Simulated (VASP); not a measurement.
# TaS2 (P-3m1) in VASP: notebook

Runs on TaS2. Level: LDA. Tasks: electric field gradients.

Program: VASP 6.6.1. These are calculated values, not measurements. Logs are shortened: lines on timing, memory, paths and dates and some standing lists are left out, and cuts for length are marked.

### 1 The cell of the first run

It takes space group P-3m1 (No. 164, trigonal). Conventional cell: a = 3.328 Å, b = 3.328 Å, c = 5.821 Å, α = 90.00°, β = 90.00°, γ = 120.00°. Within 3.2 Å of Ta (site symmetry -3m) lie 6 S at 2.41 Å. S (site symmetry 3m) has 3 Ta at 2.41 Å within 3.2 Å.

### 2 Electric field gradients, LDA (volume scaled by 0.98)

INCAR reads:

```
PREC = Accurate
ENCUT = 400
EDIFF = 1E-8
ISMEAR = -1
SIGMA = 0.03
LREAL = False
LASPH = True
NELM = 120
ALGO = Normal
ISIF = 2
LWAVE = False
LCHARG = False
GGA = CA
LEFG = True
NBANDS = 18
GGA_COMPAT = False
```

KPOINTS reads:

```
regular mesh
0
Gamma
  9 9 5
```

POSCAR reads:

```
TaS2
1.0
    3.3275182074      0.0000000000      0.0000000000
   -1.6637591037      2.8817152992      0.0000000000
    0.0000000000      0.0000000000      5.8206699559
Ta S
1 2
Direct
    0.0000000000      0.0000000000      0.0000000000
    0.3333333333      0.6666666667      0.2500000000
    0.6666666667      0.3333333333      0.7500000000
```

Potentials or basis: VASP PAW LDA potentials, release 64 (Ta_pv, S).

Command:

```sh
cat potpaw_LDA.64/Ta_pv/POTCAR potpaw_LDA.64/S/POTCAR > POTCAR
mpirun -np 1 vasp_std > vasp.out
```

OUTCAR:

```text
PREC = Accurate
   ENCUT = 400
   EDIFF = 1E-8
   ISMEAR = -1
   LREAL = False
   LASPH = True
   NELM = 120
   ISIF = 2
   GGA = CA

 ion  position               nearest neighbor table
   1  0.000  0.000  0.000-   2 2.41   3 2.41   3 2.41   2 2.41   3 2.41   2 2.41
   2  0.333  0.667  0.250-   1 2.41   1 2.41   1 2.41
   3  0.667  0.333  0.750-   1 2.41   1 2.41   1 2.41

  LATTYP: Found a hexagonal cell.
 ALAT       =     3.3275182074
 C/A-ratio  =     1.7492526241

  Lattice vectors:

 A1 = (   3.3275182074,   0.0000000000,   0.0000000000)
 A2 = (  -1.6637591037,   2.8817152992,   0.0000000000)
 A3 = (   0.0000000000,   0.0000000000,   5.8206699559)

Analysis of symmetry for initial positions (statically):
=====================================================================
 Subroutine PRICEL returns:
 Original cell was already a primitive cell.

 Routine SETGRP: Setting up the symmetry group for a
 hexagonal supercell.

 Subroutine GETGRP returns: Found 12 space group operations
 (whereof 12 operations were pure point group operations)
 out of a pool of 24 trial point group operations.

The static configuration has the point symmetry D_3d.

Analysis of symmetry for dynamics (positions and initial velocities):
=====================================================================
 Subroutine PRICEL returns:
 Original cell was already a primitive cell.

 Routine SETGRP: Setting up the symmetry group for a
 hexagonal supercell.

 Subroutine GETGRP returns: Found 12 space group operations
 (whereof 12 operations were pure point group operations)
 out of a pool of 24 trial point group operations.

The dynamic configuration has the point symmetry D_3d.

 Subroutine INISYM returns: Found 12 space group operations
 (whereof 12 operations are pure point group operations),
 and found     1 'primitive' translations

----------------------------------------------------------------------------------------

                                     Primitive cell

  volume of cell :      55.8142

  direct lattice vectors                    reciprocal lattice vectors
     3.327518207  0.000000000  0.000000000     0.300524276  0.173507772  0.000000000
    -1.663759104  2.881715299  0.000000000     0.000000000  0.347015543  0.000000000
     0.000000000  0.000000000  5.820669956     0.000000000  0.000000000  0.171801529

  length of vectors
     3.327518207  3.327518207  5.820669956     0.347015543  0.347015543  0.171801529

  position of ions in fractional coordinates (direct lattice)
     0.000000000  0.000000000  0.000000000
     0.333333333  0.666666667  0.250000000
     0.666666667  0.333333333  0.750000000

  ion indices of the primitive-cell ions
   primitive index   ion index
                 1           1
                 2           2
                 3           3

----------------------------------------------------------------------------------------

 KPOINTS: regular mesh

Automatic generation of k-mesh.
 Grid dimensions read from file:
 generate k-points for:    9    9    5

 Generating k-lattice:

  Cartesian coordinates                     Fractional coordinates (reciprocal lattice)
     0.033391586  0.019278641  0.000000000     0.111111111  0.000000000  0.000000000
     0.000000000  0.038557283  0.000000000     0.000000000  0.111111111  0.000000000
     0.000000000  0.000000000  0.034360306     0.000000000  0.000000000  0.200000000

  Length of vectors
     0.038557283  0.038557283  0.034360306

  Shift w.r.t. Gamma in fractional coordinates (k-lattice)
     0.000000000  0.000000000  0.000000000

 Subroutine IBZKPT returns following result:
 ===========================================

 Found     50 irreducible k-points:

 Following reciprocal coordinates:
            Coordinates               Weight
  0.000000  0.000000  0.000000      1.000000
  0.111111  0.000000  0.000000      6.000000
  0.222222  0.000000  0.000000      6.000000
  0.333333  0.000000  0.000000      6.000000
  0.444444  0.000000  0.000000      6.000000
  0.111111  0.111111  0.000000      6.000000
[... 16 lines left out ...]
  0.222222  0.111111  0.200000     12.000000
 -0.111111  0.333333  0.200000     12.000000
 [... further k-points ...]
   k-points           NKPTS =     50   k-points in BZ     NKDIM =     50   number of bands    NBANDS=     18
   number of dos      NEDOS =    301   number of ions     NIONS =      3
   total plane-waves  NPLWV =  23040
   dimension x,y,z NGX =    24 NGY =   24 NGZ =   40
   dimension x,y,z NGXF=    48 NGYF=   48 NGZF=   80
   ions per type =               1   2
   NGX,Y,Z   is equivalent  to a cutoff of  11.99, 11.99, 11.42 a.u.
   NGXF,Y,Z  is equivalent  to a cutoff of  23.98, 23.98, 22.85 a.u.
 SYSTEM =  unknown system
   PREC   = accura    normal or accurate (medium, high low for compatibility)
   ISTART =      0    job   : 0-new  1-cont  2-samecut
   ICHARG =      2    charge: 1-file 2-atom 10-const
   ISPIN  =      1    spin polarized calculation?
   LNONCOLLINEAR =      F non collinear calculations
   LSORBIT =      F    spin-orbit coupling
   LASPH  =      T    aspherical Exc in radial PAW
   ENCUT  =  400.0 eV  29.40 Ry    5.42 a.u.   5.43  5.43  9.49*2*pi/ulx,y,z
   NELM   =    120;   NELMIN=  2; NELMDL= -5     # of ELM steps
   EDIFF  = 0.1E-07   stopping-criterion for ELM
   LREAL  =      F    real-space projection
   EDIFFG = 0.1E-06   stopping-criterion for IOM
   NSW    =      0    number of steps for IOM
   IBRION =     -1    ionic relax: 0-MD 1-quasi-New 2-CG
   NFREE  =      0    steps in history (QN), initial steepest desc. (CG)
   ISIF   =      2    stress and relaxation
   ISYM   =      2    0-nonsym 1-usesym 2-fastsym
   POTIM  = 0.5000    time-step for ionic-motion
   TEBEG  =    0.0;   TEEND  =   0.0 temperature during run
   PSTRESS=    0.0 pullay stress
   NELECT =      23.0000    total number of electrons
   NUPDOWN=      -1.0000    fix difference up-down
   EMIN   =  10.00;   EMAX   =-10.00  energy-range for DOS
   EFERMI =   0.00;   METHOD = LEGACY
   ISMEAR =    -1;   SIGMA  =   0.03  broadening in eV -4-tet -1-fermi 0-gaus
   EFERMI_NEDOS =   21; number of points for ismear=-14 and -15
   IALGO  =     38    algorithm
   IMIX   =      4    mixing-type and parameters
     AMIX     =   0.40;   BMIX     =  1.00
     AMIX_MAG =   1.60;   BMIX_MAG =  1.00
  volume/ion in A,a.u.               =      18.60       125.55
  Fermi-wavevector in a.u.,A,eV,Ry     =   1.218249  2.302156 20.192812  1.484130
  Thomas-Fermi vector in A             =   2.353542
   LORBIT       =      0    0 simple, 1 ext, 2 COOP (PROOUT), +10 PAW based schemes
   GGA     = CA    functional components
   LHFCALC =     F    Hartree Fock is set to
   AEXX    =    0.0000 exact exchange contribution
   IVDW    =     0    specifies the selected vdW correction
   LEPSILON=     F    determine dielectric tensor
   LRPA    =     F    only Hartree local field effects (RPA)
 non-spin polarized calculation
  energy-cutoff  :      400.00
  volume of cell :       55.81
 maximum number of plane-waves:      1039
 NGX is ok and might be reduce to    24
   NGX = 11   NGY = 11   NGZ = 19

 number of electron      22.9999996 magnetization

 Free energy of the ion-electron system (eV)
  ---------------------------------------------------
  ext. energy  EPLUGINS =         0.00000000
  ---------------------------------------------------
  free energy    TOTEN  =       -25.41350839 eV

  energy without entropy =      -25.40724099  energy(sigma->0) =      -25.41037469

 E-fermi :   5.6885     XC(G=0): -10.9137

 val. band max:        5.6788566142   @ k =   0.0000   0.0000   0.2000
 cond. band min:       5.6894427039   @ k =   0.0000   0.0000   0.0000
 fundamental gap:      0.0105860896
 Fermi energy:         5.6884631825

 k-point     1 :       0.0000    0.0000    0.0000
  band No.  band energies     occupation
      1     -29.3066      2.00000
      2     -29.2643      2.00000
      3     -29.2643      2.00000
      4      -9.4668      2.00000
      5      -7.2635      2.00000
      6      -1.3968      2.00000
[... 10 lines left out ...]
     17      10.9407      0.00000
     18      11.3270      0.00000
[... 463 lines left out ...]
 k-point    24 :      -0.1111    0.3333    0.2000
  band No.  band energies     occupation
      1     -29.4700      2.00000
      2     -29.3264      2.00000
      3     -29.2635      2.00000
      4      -8.2190      2.00000
      5      -7.3638      2.00000
      6      -0.2692      2.00000
[... 10 lines left out ...]
     17      12.4862      0.00000
     18      13.1750      0.00000

 [... further k-points ...]
[... 5 lines left out ...]
  --------------------------------------------------------------------------------------
  -------------------------------------------------------------------------------------
  Total        1.0756316      1.0756316      2.8905522      0.0000000      0.0000000      0.0000000
  in kB       30.8766130     30.8766130     82.9749339      0.0000000      0.0000000      0.0000000
  external PRESSURE =      48.2427200 kB  Pullay stress =       0.0000000 kB

 VOLUME and BASIS-vectors are now :
 -----------------------------------------------------------------------------
  energy-cutoff  :      400.00
  volume of cell :       55.81
      direct lattice vectors                 reciprocal lattice vectors
     3.327518207  0.000000000  0.000000000     0.300524276  0.173507772  0.000000000
    -1.663759104  2.881715299  0.000000000     0.000000000  0.347015543  0.000000000
     0.000000000  0.000000000  5.820669956     0.000000000  0.000000000  0.171801529

 POSITION                                       TOTAL-FORCE (eV/Angst)
 -----------------------------------------------------------------------------------
      0.00000      0.00000      0.00000         0.000000      0.000000      0.000000
     -0.00000      1.92114      1.45517         0.000000     -0.000000      1.183699
      1.66376      0.96057      4.36550        -0.000000      0.000000     -1.183699
 -----------------------------------------------------------------------------------
    total drift:                               -0.000000      0.000000      0.000000

  FREE ENERGIE OF THE ION-ELECTRON SYSTEM (eV)
  ---------------------------------------------------
  free  energy   TOTEN  =       -25.4135083897 eV

  energy  without entropy=      -25.4072409937  energy(sigma->0) =      -25.41037469

 Electric field gradients (V/A^2)
---------------------------------------------------------------------
 ion       V_xx      V_yy      V_zz      V_xy      V_xz      V_yz
---------------------------------------------------------------------
   1      75.222    75.222  -150.444     0.000    -0.000     0.000
   2       8.594     8.594   -17.188    -0.000    -0.000     0.000
   3       8.594     8.594   -17.188    -0.000    -0.000     0.000
---------------------------------------------------------------------

 Electric field gradients after diagonalization (V/A^2)
 (convention: |V_zz| > |V_xx| > |V_yy|)
----------------------------------------------------------------------
 ion       V_xx      V_yy      V_zz     asymmetry (V_yy - V_xx)/ V_zz
----------------------------------------------------------------------
   1      75.222    75.222  -150.444       0.000
   2       8.594     8.594   -17.188       0.000
   3       8.594     8.594   -17.188       0.000
----------------------------------------------------------------------

           NMR quadrupolar parameters

 Cq : quadrupolar parameter    Cq=e*Q*V_zz/h
 eta: asymmetry parameters     (V_yy - V_xx)/ V_zz
 Q  : nuclear electric quadrupole moment in mb (millibarn)
----------------------------------------------------------------------
 ion       Cq(MHz)       eta       Q (mb)
----------------------------------------------------------------------
   1      -0.364       0.000       1.000
   2      -0.042       0.000       1.000
   3      -0.042       0.000       1.000
----------------------------------------------------------------------
```

Run time: 43 s. Hardware: 1 thread of AMD EPYC 7R43 (Zen 3), shared host; peak memory 0.12 GiB.

What came out:

* Free energy: -25.4135 eV
* Pressure: 4.8 GPa
* Largest force: 1.184 eV/Å

Forces on the atoms (eV/Å):
```
Ta   0.000  0.000  0.000
S    0.000  0.000  1.184
S    0.000  0.000 -1.184
```

Electric field gradients, principal values (V/Å²):
```
atom   least  middle  greatest (by size)
1 Ta  75.222  75.222            -150.444
 2 S   8.594   8.594             -17.188
 3 S   8.594   8.594             -17.188
```

Caveat: without QUAD_EFG the Cq values of the log hold for a quadrupole moment of 1 mb, not for the nuclei; spin-orbit coupling is left out, which moves the levels of the heavy elements; forces of over 1 eV/Å act on the atoms, so gaps and moduli don't describe the material at rest.

(Part 1 of 2 ends here.)
